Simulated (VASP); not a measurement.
# H23C2NO10 in VASP: notebook

Runs on H23C2NO10. Level: PBE+D3(BJ). Tasks: single point.

Program: VASP 6.6.1. These are calculated values, not measurements. Logs are shortened: lines on timing, memory, paths and dates and some standing lists are left out, and cuts for length are marked.

## (1) The cell of the first run

The cell holds a disordered packing, 36 atoms: a = 7.287 Å, b = 7.287 Å, c = 7.287 Å, α = 90.00°, β = 90.00°, γ = 90.00°.

## (2) Single point, PBE+D3(BJ)

The input, INCAR:

```
PREC     = Accurate       # precision mode
ENCUT    = 520            # plane-wave cutoff, eV
EDIFF    = 1E-6           # SCF threshold, eV
ISMEAR   = -1             # smearing method
SIGMA    = 0.05           # smearing width, eV
LREAL    = Auto         
LASPH    = True           # aspherical terms in the spheres
NELM     = 80             # most SCF steps
ALGO     = Normal         # electronic algorithm
ISIF     = 2              # what is computed and relaxed
LWAVE    = False          # write WAVECAR
LCHARG   = False          # write CHGCAR
GGA      = PE             # functional
IVDW     = 12             # dispersion correction
NBANDS   = 72             # bands
```

The input, KPOINTS:

```
regular mesh
0
Gamma
  1 1 1
```

The input, POSCAR:

```
H23C2NO10
1.0
    7.2873620000      0.0000000000      0.0000000000
    0.0000000000      7.2873620000      0.0000000000
    0.0000000000      0.0000000000      7.2873620000
O H C N
10 23 2 1
Direct
    0.6194285394     -0.0911303706      0.5622885209
    0.8524209446      0.4686606758      0.4269857872
    0.3637118617      0.5474408984      0.6716010540
    0.2346802588      0.2700565719      0.3178242003
    0.0110465214      1.0201496783      0.4813950508
    0.3573721190      0.6792032563      0.3201707284
    0.5598047689      0.3876711490      0.1200983291
    0.2814049858      0.1794476520      0.9388170918
    0.6449110117      0.9818367744      0.1397762318
    0.7040819435      0.6170820113      0.7954455947
    0.5043937710     -0.0660870148      0.5384939022
    0.6676764514     -0.1580818958      0.4637068942
    0.8437346738      0.5266926495      0.5464666089
    0.7906427593      0.3530770120      0.4101758634
    0.2895286388      0.6365815229      0.7411461102
    0.2668867006      0.5026921951      0.5893765124
    0.1383765483      0.3597872591      0.3437320666
    0.2156473083      0.2684510527      0.1822744637
    0.1044548082      1.0053706677      0.3934208291
   -0.1061838289      1.0627576893      0.4259566082
    0.3562331609      0.6303378369      0.2043949511
    0.4148140301      0.7803646916      0.3674855181
    0.5191590592      0.3873555341      0.2513941259
    0.6788190294      0.4242138650      0.1592620210
    0.3541199134      0.2661182469      0.8815810166
    0.3036078076      0.0535859204      0.9193450250
    0.6211438378      0.8958934660      0.0371465010
    0.5418833317      1.0688778738      0.1251756122
    0.6734947434      0.5467410566      0.7079516566
    0.5823918175      0.6379263168      0.8420605426
    0.8510075388      0.0627661972      0.6561908136
    0.8240704935      0.1665760532      0.9223090605
    0.9960120000      0.2155100844      0.7488169244
    0.9149264164      0.1086813033      0.8005914898
    1.0461124341     -0.0559461709      0.8471789929
    1.1596240176     -0.1498621861      0.9098079662
```

Potentials or basis: VASP PAW PBE potentials, release 64 (O, H, C, N).

Started as:

```sh
> cat potpaw_PBE.64/O/POTCAR potpaw_PBE.64/H/POTCAR potpaw_PBE.64/C/POTCAR potpaw_PBE.64/N/POTCAR > POTCAR
> mpirun -np 1 vasp_gam > vasp.out
```

OUTCAR:

```text
PREC = Accurate
   ENCUT = 520
   EDIFF = 1E-6
   ISMEAR = -1
   LREAL = Auto
   LASPH = True
   NELM = 80
   ISIF = 2
   GGA = PE
   IVDW = 12
 IVDW          = 12

 ion  position               nearest neighbor table
   1  0.619  0.909  0.562-  11 0.88  12 0.94
   2  0.852  0.469  0.427-  14 0.96  13 0.97
   3  0.364  0.547  0.672-  16 0.98  15 0.99
   4  0.235  0.270  0.318-  17 0.98  18 1.00
   5  0.011  0.020  0.481-  19 0.94  20 0.99
   6  0.357  0.679  0.320-  22 0.92  21 0.92
   7  0.560  0.388  0.120-  24 0.95  23 1.00
   8  0.281  0.179  0.939-  25 0.92  26 0.94
   9  0.645  0.982  0.140-  28 0.99  27 0.99
  10  0.704  0.617  0.795-  29 0.85  30 0.96
  11  0.504  0.934  0.538-   1 0.88
  12  0.668  0.842  0.464-   1 0.94
  13  0.844  0.527  0.546-   2 0.97
  14  0.791  0.353  0.410-   2 0.96
  15  0.290  0.637  0.741-   3 0.99
  16  0.267  0.503  0.589-   3 0.98
[... 15 lines left out ...]
  32  0.824  0.167  0.922-  34 1.18
  33  0.996  0.216  0.749-  34 1.05
  34  0.915  0.109  0.801-  33 1.05  32 1.18  31 1.20  35 1.57
  35  0.046  0.944  0.847-  36 1.17  34 1.57
  36  0.160  0.850  0.910-  35 1.17

  LATTYP: Found a simple cubic cell.
 ALAT       =     7.2873620000

  Lattice vectors:

 A1 = (   7.2873620000,   0.0000000000,   0.0000000000)
 A2 = (   0.0000000000,   7.2873620000,   0.0000000000)
 A3 = (   0.0000000000,   0.0000000000,   7.2873620000)

Analysis of symmetry for initial positions (statically):
=====================================================================
 Subroutine PRICEL returns:
 Original cell was already a primitive cell.

 Routine SETGRP: Setting up the symmetry group for a
 simple cubic supercell.

 Subroutine GETGRP returns: Found  1 space group operations
 (whereof  1 operations were pure point group operations)
 out of a pool of 48 trial point group operations.

The static configuration has the point symmetry C_1 .

Analysis of symmetry for dynamics (positions and initial velocities):
=====================================================================
 Subroutine PRICEL returns:
 Original cell was already a primitive cell.

 Routine SETGRP: Setting up the symmetry group for a
 simple cubic supercell.

 Subroutine GETGRP returns: Found  1 space group operations
 (whereof  1 operations were pure point group operations)
 out of a pool of 48 trial point group operations.

The dynamic configuration has the point symmetry C_1 .

 Subroutine INISYM returns: Found  1 space group operations
 (whereof  1 operations are pure point group operations),
 and found     1 'primitive' translations

----------------------------------------------------------------------------------------

                                     Primitive cell

  volume of cell :     387.0001

  direct lattice vectors                    reciprocal lattice vectors
     7.287362000  0.000000000  0.000000000     0.137223868  0.000000000  0.000000000
     0.000000000  7.287362000  0.000000000     0.000000000  0.137223868  0.000000000
     0.000000000  0.000000000  7.287362000     0.000000000  0.000000000  0.137223868

  length of vectors
     7.287362000  7.287362000  7.287362000     0.137223868  0.137223868  0.137223868

  position of ions in fractional coordinates (direct lattice)
     0.619428539  0.908869629  0.562288521
     0.852420945  0.468660676  0.426985787
     0.363711862  0.547440898  0.671601054
     0.234680259  0.270056572  0.317824200
     0.011046521  0.020149678  0.481395051
     0.357372119  0.679203256  0.320170728
[... 28 lines left out ...]
     0.046112434  0.944053829  0.847178993
     0.159624018  0.850137814  0.909807966

  ion indices of the primitive-cell ions
   primitive index   ion index
                 1           1
                 2           2
                 3           3
                 4           4
                 5           5
                 6           6
[... 28 lines left out ...]
                35          35
                36          36

----------------------------------------------------------------------------------------

 KPOINTS: regular mesh

Automatic generation of k-mesh.
 Grid dimensions read from file:
 generate k-points for:    1    1    1

 Generating k-lattice:

  Cartesian coordinates                     Fractional coordinates (reciprocal lattice)
     0.137223868  0.000000000  0.000000000     1.000000000  0.000000000  0.000000000
     0.000000000  0.137223868  0.000000000     0.000000000  1.000000000  0.000000000
     0.000000000  0.000000000  0.137223868     0.000000000  0.000000000  1.000000000

  Length of vectors
     0.137223868  0.137223868  0.137223868

  Shift w.r.t. Gamma in fractional coordinates (k-lattice)
     0.000000000  0.000000000  0.000000000

 Subroutine IBZKPT returns following result:
 ===========================================

 Found      1 irreducible k-points:

 Following reciprocal coordinates:
            Coordinates               Weight
  0.000000  0.000000  0.000000      1.000000
   k-points           NKPTS =      1   k-points in BZ     NKDIM =      1   number of bands    NBANDS=     72
   number of dos      NEDOS =    301   number of ions     NIONS =     36
   total plane-waves  NPLWV = 157464
   dimension x,y,z NGX =    54 NGY =   54 NGZ =   54
   dimension x,y,z NGXF=   108 NGYF=  108 NGZF=  108
   ions per type =              10  23   2   1
   NGX,Y,Z   is equivalent  to a cutoff of  12.32, 12.32, 12.32 a.u.
   NGXF,Y,Z  is equivalent  to a cutoff of  24.64, 24.64, 24.64 a.u.
 SYSTEM =  unknown system
   PREC   = accura    normal or accurate (medium, high low for compatibility)
   ISTART =      0    job   : 0-new  1-cont  2-samecut
   ICHARG =      2    charge: 1-file 2-atom 10-const
   ISPIN  =      1    spin polarized calculation?
   LNONCOLLINEAR =      F non collinear calculations
   LSORBIT =      F    spin-orbit coupling
   LASPH  =      T    aspherical Exc in radial PAW
   ENCUT  =  520.0 eV  38.22 Ry    6.18 a.u.  13.55 13.55 13.55*2*pi/ulx,y,z
   NELM   =     80;   NELMIN=  2; NELMDL= -5     # of ELM steps
   EDIFF  = 0.1E-05   stopping-criterion for ELM
   LREAL  =      T    real-space projection
   EDIFFG = 0.1E-04   stopping-criterion for IOM
   NSW    =      0    number of steps for IOM
   IBRION =     -1    ionic relax: 0-MD 1-quasi-New 2-CG
   NFREE  =      0    steps in history (QN), initial steepest desc. (CG)
   ISIF   =      2    stress and relaxation
   ISYM   =      2    0-nonsym 1-usesym 2-fastsym
   POTIM  = 0.5000    time-step for ionic-motion
   TEBEG  =    0.0;   TEEND  =   0.0 temperature during run
   PSTRESS=    0.0 pullay stress
   NELECT =      96.0000    total number of electrons
   NUPDOWN=      -1.0000    fix difference up-down
   EMIN   =  10.00;   EMAX   =-10.00  energy-range for DOS
   EFERMI =   0.00;   METHOD = LEGACY
   ISMEAR =    -1;   SIGMA  =   0.05  broadening in eV -4-tet -1-fermi 0-gaus
   EFERMI_NEDOS =   21; number of points for ismear=-14 and -15
   IALGO  =     38    algorithm
   IMIX   =      4    mixing-type and parameters
     AMIX     =   0.40;   BMIX     =  1.00
     AMIX_MAG =   1.60;   BMIX_MAG =  1.00
  volume/ion in A,a.u.               =      10.75        72.54
  Fermi-wavevector in a.u.,A,eV,Ry     =   1.028636  1.943839 14.396206  1.058091
  Thomas-Fermi vector in A             =   2.162642
   LORBIT       =      0    0 simple, 1 ext, 2 COOP (PROOUT), +10 PAW based schemes
   GGA     = PE    functional components
   LHFCALC =     F    Hartree Fock is set to
   AEXX    =    0.0000 exact exchange contribution
   IVDW    =    12    specifies the selected vdW correction
   LEPSILON=     F    determine dielectric tensor
   LRPA    =     F    only Hartree local field effects (RPA)
 non-spin polarized calculation
  energy-cutoff  :      520.00
  volume of cell :      387.00
 maximum number of plane-waves:      5198
 NGX is ok and might be reduce to    54
   NGX = 27   NGY = 27   NGZ = 27

 number of electron      95.9999988 magnetization

 Free energy of the ion-electron system (eV)
  ---------------------------------------------------
  ext. energy  EPLUGINS =         0.00000000
  ---------------------------------------------------
  free energy    TOTEN  =      -176.63969823 eV

  energy without entropy =     -176.63969823  energy(sigma->0) =     -176.63969823

 E-fermi :  -2.2109     XC(G=0):  -6.6974

 val. band max:       -3.4304531074   @ k =   0.0000   0.0000   0.0000
 cond. band min:       0.6901380009   @ k =   0.0000   0.0000   0.0000
 fundamental gap:      4.1205911083
 Fermi energy:        -2.2109138804

 k-point     1 :       0.0000    0.0000    0.0000
  band No.  band energies     occupation
      1     -23.2157      2.00000
      2     -23.0367      2.00000
      3     -22.8171      2.00000
      4     -22.5468      2.00000
      5     -22.3612      2.00000
      6     -22.2048      2.00000
[... 52 lines left out ...]
     59       4.9206      0.00000
     60       5.4076      0.00000
 [bands above 60 left out]

------------------------ aborting loop because EDIFF is reached ----------------------------------------

 Edisp (eV)   -1.28139

 E8    (eV) :    -0.2720

  FORCE on cell =-STRESS in cart. coord.  units (eV):
  Direction    XX          YY          ZZ          XY          YZ          ZX
  --------------------------------------------------------------------------------------
  -------------------------------------------------------------------------------------
  Total      10.95907     7.15420    10.04389     8.65652     3.72940    -2.20422
  in kB      45.37047    29.61834    41.58163    35.83794    15.43968    -9.12545
  external pressure =       38.86 kB  Pullay stress =        0.00 kB

 VOLUME and BASIS-vectors are now :
 -----------------------------------------------------------------------------
  energy-cutoff  :      520.00
  volume of cell :      387.00
      direct lattice vectors                 reciprocal lattice vectors
     7.287362000  0.000000000  0.000000000     0.137223868  0.000000000  0.000000000
     0.000000000  7.287362000  0.000000000     0.000000000  0.137223868  0.000000000
     0.000000000  0.000000000  7.287362000     0.000000000  0.000000000  0.137223868

 POSITION                                       TOTAL-FORCE (eV/Angst)
 -----------------------------------------------------------------------------------
      4.51400      6.62326      4.09760         5.552224     -0.131147      2.567409
      6.21190      3.41530      3.11160         0.838322      0.639735     -1.077772
      2.65050      3.98940      4.89420        -1.262494     -0.133607      0.399022
      1.71020      1.96800      2.31610        -0.490490      0.584457     -1.168314
      0.08050      0.14684      3.50810        -1.748165     -0.232530      0.428164
      2.60430      4.94960      2.33320        -2.689825     -2.264394      2.932451
[... 28 lines left out ...]
      0.33604      6.87966      6.17370        -2.126930      2.869604      0.314239
      1.16324      6.19526      6.63010        -0.126748     -1.178246     -0.534077
 -----------------------------------------------------------------------------------
    total drift:                                0.014037     -0.010290      0.011339

  FREE ENERGIE OF THE ION-ELECTRON SYSTEM (eV)
  ---------------------------------------------------
  free  energy   TOTEN  =      -177.9210865615 eV

  energy  without entropy=     -177.9210865614  energy(sigma->0) =     -177.92108656
```

It took 28 s on 1 thread of Intel Xeon 6975P-C (Granite Rapids), shared host; peak memory 0.36 GiB.

What came out:

```
Free energy                : -177.9211 eV
Pressure                   : 3.9 GPa
Largest force              : 9.990 eV/Å
Band gap on the k mesh     : 4.12 eV
Dispersion energy per atom : -0.036 eV
```

Forces on the atoms (eV/Å):
```
O    5.552 -0.131  2.567
O    0.838  0.640 -1.078
O   -1.262 -0.134  0.399
O   -0.490  0.584 -1.168
O   -1.748 -0.233  0.428
O   -2.690 -2.264  2.932
O   -0.725 -0.218  1.760
O   -1.855  0.888  2.315
O   -0.831 -0.353 -0.630
O    3.041  5.407  7.416
H   -6.459  1.626 -1.261
H    0.734 -1.002 -1.530
H   -0.234 -0.499  0.089
H   -0.271 -0.165  0.956
H    0.299  0.082  0.262
H    0.696 -0.077 -0.251
H   -0.096  0.014  0.729
H    0.790 -0.633  0.197
H    0.847  0.177 -1.634
H    1.311 -0.636 -0.364
H    0.769  0.028 -3.041
H    1.712  2.198 -0.383
H   -1.273 -0.285 -0.960
H    1.915  0.794 -0.892
H    1.963  1.450 -1.388
H    0.649 -1.243 -0.650
H    0.469  0.380  0.632
H    0.474  0.041  0.129
H   -2.534 -6.064 -7.523
H   -0.315  0.333  0.524
H   -0.224  0.575  3.552
H    1.151 -1.473 -1.658
H    1.433  1.189 -0.078
C   -1.384 -2.687 -0.179
C   -2.127  2.870  0.314
N   -0.127 -1.178 -0.534
```

Caveat: the k points lie up to 0.86 Å⁻¹ apart.

(Continued in part 2 of 2.)
